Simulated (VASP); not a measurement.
A run of VASP 6.6.1:

The input INCAR:

```
SYSTEM = InBS3
ALGO = Normal
EDIFF = 1E-6
ENCUT = 520
GGA = PE
ISIF = 2
ISMEAR = 0
LASPH = .TRUE.
LCHARG = .FALSE.
LREAL = .FALSE.
LWAVE = .FALSE.
NBANDS = 45
NELM = 80
PREC = Accurate
SIGMA = 0.1
```

KPOINTS

```
k-points
0
G
  4 4 4
  0 0 0
```

Contents of POSCAR:

```
InBS3
1.0
    3.0546548965      1.7636058268      5.0615868584
   -3.0546548965      1.7636058268      5.0615868584
    0.0000000000     -3.5272116536      5.0615868584
In B S
2 2 6
Direct
    0.7500000000      0.7500000000      0.7500000000
    0.2500000000      0.2500000000      0.2500000000
    0.5000000000      0.5000000000      0.5000000000
    0.0000000000      0.0000000000      0.0000000000
    0.8435763039      0.2500000000      0.6564236961
    0.6564236961      0.8435763039      0.2500000000
    0.2500000000      0.6564236961      0.8435763039
    0.1564236961      0.7500000000      0.3435763039
    0.3435763039      0.1564236961      0.7500000000
    0.7500000000      0.3435763039      0.1564236961
```

Potentials or basis: VASP PAW PBE potentials, release 64 (In_d, B, S).

Launch:

```console
$ cat potpaw_PBE.64/In_d/POTCAR potpaw_PBE.64/B/POTCAR potpaw_PBE.64/S/POTCAR > POTCAR
$ mpirun -np 1 vasp_std > vasp.out
```

Hardware: 1 thread of Oxide Virtual Turin-like Processor (shared host).

Q: How long does it take, and how much memory?

A: Run time: 2.1 min on 1 thread of Oxide Virtual Turin-like Processor, with other jobs on the host, peak memory 0.33 GiB. Counts: scf iterations 14, k points 13.
